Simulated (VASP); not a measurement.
Runs of VASP 6.6.1 on Ge. The structure is that of space group Fd-3m (No. 227), or close to it. The cells are those of the table. 

| cell | gap on the mesh (eV) | pressure (GPa) |
| --- | --- | --- |
| a = 4.039 Å, angles 60.0°, 2 atoms | (b) | -1.3 |
| a = 3.986 Å, angles 60.0°, 2 atoms | 0.50 | 1.6 |
| a = 3.932 Å, angles 60.0°, 2 atoms | (a) | 5.1 |
| a = 4.013 Å, angles 60.0°, 2 atoms | (c) | 0.0 |
| a = 4.091 Å, angles 60.0°, 2 atoms | none | -3.5 |

Alike in all rows: task electric field gradients; level r2SCAN; potentials or basis VASP PAW PBE potentials, release 64 (Ge_d); no spin polarisation; k mesh 11 × 11 × 11; cutoff (eV) 520; smearing fermi-dirac 0.05 eV.

Question: Fill in the values left out.

Answer: (a) 0.64; (b) 0.13; (c) 0.32.

Caveats: semilocal functionals underestimate gaps, and a narrow one can read as zero; the PAW data sets were made with another functional, which shifts forces and pressure a little; an odd mesh through Γ misses points on the zone boundary, where band edges can lie (at least some runs); the cell stands under pressure (at least some runs); the cell stands under tension (at least some runs).

A k mesh can miss the band edges, and the runs leave out spin-orbit coupling on Ge.

A gap of «none» marks levels without a gap at the run's occupations.
